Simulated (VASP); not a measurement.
# C (P6_3/mmc) in VASP: a series of runs, part 2 of 2

VASP 6.6.1. The steps go on from the part before.

**4. Single point, PBE (strain -0.0200 x Voigt [1, 1, 0, 0, 0, 0])**

The COD entry that gives the cell may itself be a prediction, so a difference from it is no test against experiment.

The input, INCAR:

```
PREC = Accurate
ENCUT = 520
EDIFF = 1E-7
ISMEAR = 0
SIGMA = 0.05
LREAL = F
LASPH = T
NELM = 100
ALGO = Normal
ISIF = 2
LWAVE = F
LCHARG = F
GGA = PE
NBANDS = 26
```

The input, KPOINTS:

```
Automatic mesh
0
Gamma
  12 12 4
```

The input, POSCAR:

```
C
1.0
    2.4676581216      0.0000000000      0.0000000000
   -1.2338290608      2.1370546212      0.0000000000
    0.0000000000      0.0000000000      8.3045881819
C
8
Direct
    0.0000000000      0.0000000000      0.0929681641
    0.0000000000      0.0000000000      0.5929681641
    0.0000000000      0.0000000000      0.4070318359
    0.0000000000      0.0000000000      0.9070318359
    0.3333333333      0.6666666667      0.1555285626
    0.6666666667      0.3333333333      0.6555285626
    0.3333333333      0.6666666667      0.3444714374
    0.6666666667      0.3333333333      0.8444714374
```

Potentials or basis: VASP PAW PBE potentials, release 64 (C).

The run is started by

```console
$ cat potpaw_PBE.64/C/POTCAR > POTCAR
$ mpirun -np 1 vasp_std > vasp.out
```

OUTCAR:

```text
PREC = Accurate
   ENCUT = 520
   EDIFF = 1E-7
   ISMEAR = 0
   LREAL = F
   LASPH = T
   NELM = 100
   ISIF = 2
   GGA = PE

 ion  position               nearest neighbor table
   1  0.000  0.000  0.093-   5 1.52   5 1.52   5 1.52   4 1.54
   2  0.000  0.000  0.593-   6 1.52   6 1.52   6 1.52   3 1.54
   3  0.000  0.000  0.407-   7 1.52   7 1.52   7 1.52   2 1.54
   4  0.000  0.000  0.907-   8 1.52   8 1.52   8 1.52   1 1.54
   5  0.333  0.667  0.156-   1 1.52   1 1.52   1 1.52   7 1.57
   6  0.667  0.333  0.656-   2 1.52   2 1.52   2 1.52   8 1.57
   7  0.333  0.667  0.344-   3 1.52   3 1.52   3 1.52   5 1.57
   8  0.667  0.333  0.844-   4 1.52   4 1.52   4 1.52   6 1.57

  LATTYP: Found a hexagonal cell.
 ALAT       =     2.4676581216
 C/A-ratio  =     3.3653722569

  Lattice vectors:

 A1 = (   2.4676581216,   0.0000000000,   0.0000000000)
 A2 = (  -1.2338290608,   2.1370546212,   0.0000000000)
 A3 = (   0.0000000000,   0.0000000000,   8.3045881819)

Analysis of symmetry for initial positions (statically):
=====================================================================
 Subroutine PRICEL returns:
 Original cell was already a primitive cell.

 Routine SETGRP: Setting up the symmetry group for a
 hexagonal supercell.

 Subroutine GETGRP returns: Found 24 space group operations
 (whereof 12 operations were pure point group operations)
 out of a pool of 24 trial point group operations.

The static configuration has the point symmetry D_3d.
 The point group associated with its full space group is D_6h.

Analysis of symmetry for dynamics (positions and initial velocities):
=====================================================================
 Subroutine PRICEL returns:
 Original cell was already a primitive cell.

[... 135 lines left out ...]
   ISMEAR =     0;   SIGMA  =   0.05  broadening in eV -4-tet -1-fermi 0-gaus
   EFERMI_NEDOS =   21; number of points for ismear=-14 and -15
   IALGO  =     38    algorithm
   IMIX   =      4    mixing-type and parameters
     AMIX     =   0.40;   BMIX     =  1.00
     AMIX_MAG =   1.60;   BMIX_MAG =  1.00
  volume/ion in A,a.u.               =       5.47        36.94
  Fermi-wavevector in a.u.,A,eV,Ry     =   1.474524  2.786447 29.582083  2.174222
  Thomas-Fermi vector in A             =   2.589285
   LORBIT       =      0    0 simple, 1 ext, 2 COOP (PROOUT), +10 PAW based schemes
   GGA     = PE    functional components
   LHFCALC =     F    Hartree Fock is set to
   AEXX    =    0.0000 exact exchange contribution
   IVDW    =     0    specifies the selected vdW correction
   LEPSILON=     F    determine dielectric tensor
   LRPA    =     F    only Hartree local field effects (RPA)
 non-spin polarized calculation
 Gauss-broadening in eV      SIGMA  =   0.05
  energy-cutoff  :      520.00
  volume of cell :       43.79
 maximum number of plane-waves:      1201
   NGX =  9   NGY =  9   NGZ = 31

 number of electron      31.9999988 magnetization

 Free energy of the ion-electron system (eV)
  ---------------------------------------------------
  ext. energy  EPLUGINS =         0.00000000
  ---------------------------------------------------
  free energy    TOTEN  =       -72.50709562 eV

  energy without entropy =      -72.50709562  energy(sigma->0) =      -72.50709562

 E-fermi :  10.6626     XC(G=0): -13.4289

 val. band max:       10.3849608499   @ k =   0.0000   0.0000   0.0000
 cond. band min:      15.1969092054   @ k =   0.4167   0.0000   0.0000
 fundamental gap:      4.8119483555
 Fermi energy:        10.6625611891

 k-point     1 :       0.0000    0.0000    0.0000
  band No.  band energies     occupation
      1     -11.7273      2.00000
      2     -10.0969      2.00000
      3      -9.9877      2.00000
      4      -6.1442      2.00000
      5      -3.5169      2.00000
      6       3.1314      2.00000
[... 685 lines left out ...]
     25      21.2455      0.00000
     26      22.6755      0.00000

 [... further k-points ...]
[... 5 lines left out ...]
  --------------------------------------------------------------------------------------
  -------------------------------------------------------------------------------------
  Total        7.8468622      7.8468622      0.6372400     -0.0000000      0.0000000      0.0000000
  in kB      287.0700544    287.0700544     23.3128263     -0.0000000      0.0000000      0.0000000
  external PRESSURE =     199.1509784 kB  Pullay stress =       0.0000000 kB

 VOLUME and BASIS-vectors are now :
 -----------------------------------------------------------------------------
  energy-cutoff  :      520.00
  volume of cell :       43.79
      direct lattice vectors                 reciprocal lattice vectors
     2.467658122  0.000000000  0.000000000     0.405242522  0.233966879  0.000000000
    -1.233829061  2.137054621  0.000000000     0.000000000  0.467933758  0.000000000
     0.000000000  0.000000000  8.304588182     0.000000000  0.000000000  0.120415363

 POSITION                                       TOTAL-FORCE (eV/Angst)
 -----------------------------------------------------------------------------------
      0.00000      0.00000      0.77206        -0.000000     -0.000000     -0.072521
      0.00000      0.00000      4.92436        -0.000000      0.000000     -0.072521
      0.00000      0.00000      3.38023         0.000000     -0.000000      0.072521
      0.00000      0.00000      7.53253         0.000000      0.000000      0.072521
     -0.00000      1.42470      1.29160         0.000000      0.000000      0.123171
      1.23383      0.71235      5.44389        -0.000000      0.000000      0.123171
     -0.00000      1.42470      2.86069         0.000000     -0.000000     -0.123171
      1.23383      0.71235      7.01299        -0.000000      0.000000     -0.123171
 -----------------------------------------------------------------------------------
    total drift:                                0.000000      0.000000      0.000000

  FREE ENERGIE OF THE ION-ELECTRON SYSTEM (eV)
  ---------------------------------------------------
  free  energy   TOTEN  =       -72.5070956239 eV

  energy  without entropy=      -72.5070956239  energy(sigma->0) =      -72.50709562
```

stdout:

```text
POSCAR found type information on POSCAR C
 POSCAR found :  1 types and       8 ions
 scaLAPACK will be used
 LDA part: xc-table for (Slater+PW92), standard interpolation
 POSCAR, INCAR and KPOINTS ok, starting setup
 FFT: planning ... GRIDC
 FFT: planning ... GRID_SOFT
 FFT: planning ... GRID
 WAVECAR not read
 entering main loop
```

Run time: 58 s. Hardware: 1 thread of Intel Xeon Platinum 8259CL at 2.50GHz (Skylake/Cascade Lake), shared host; peak memory 0.17 GiB.

What came out:

```
Free energy            : -72.5071 eV
Pressure               : 19.9 GPa
Largest force          : 0.123 eV/Å
Band gap on the k mesh : 4.81 eV, indirect (least direct gap 5.05 eV)
```

Forces on the atoms (eV/Å):
```
C    0.000  0.000 -0.073
C    0.000  0.000 -0.073
C    0.000  0.000  0.073
C    0.000  0.000  0.073
C    0.000  0.000  0.123
C    0.000  0.000  0.123
C    0.000  0.000 -0.123
C    0.000  0.000 -0.123
```

Levels at points of the mesh, in eV from the valence-band top:
```
           k point  band 13  band 14  band 15  band 16  band 17  band 18  band 19  band 20
(0.00, 0.00, 0.00)    -1.66    -0.25     0.00     0.00     5.05     5.61     5.61     7.39
(0.50, 0.00, 0.00)    -5.04    -4.92    -3.85    -3.15     4.97     5.41     6.28     6.30
(0.00, 0.00, 0.50)    -0.62    -0.62    -0.62    -0.62     6.35     6.35     6.35     6.35
(0.50, 0.00, 0.50)    -4.90    -4.90    -3.82    -3.82     5.29     5.29     6.87     6.87
```

Caveat: the cell differs from its parent crystal (strain -0.0200 x Voigt [1, 1, 0, 0, 0, 0]). A k mesh can miss the band edges.

**5. The runs side by side**

| cell | gap on the mesh (eV) | pressure (GPa) | largest force (eV/Å) |
| --- | --- | --- | --- |
| a = 2.417, b = 2.417, c = 8.305 Å, angles 90.0, 90.0, 120.0°, 8 atoms | 4.57 | 43.1 | 0.31 |
| a = 2.442, b = 2.442, c = 8.305 Å, angles 90.0, 90.0, 120.0°, 8 atoms | 4.82 | 31.0 | 0.21 |
| a = 2.468, b = 2.468, c = 8.305 Å, angles 90.0, 90.0, 120.0°, 8 atoms | 4.81 | 19.9 | 0.12 |

Alike in all rows: task single point; level PBE; potentials or basis VASP PAW PBE potentials, release 64 (C); no spin polarisation; k mesh 12 × 12 × 4; cutoff (eV) 520; smearing gaussian 0.05 eV.

Absolute energies hang on the potentials; compare differences alone.
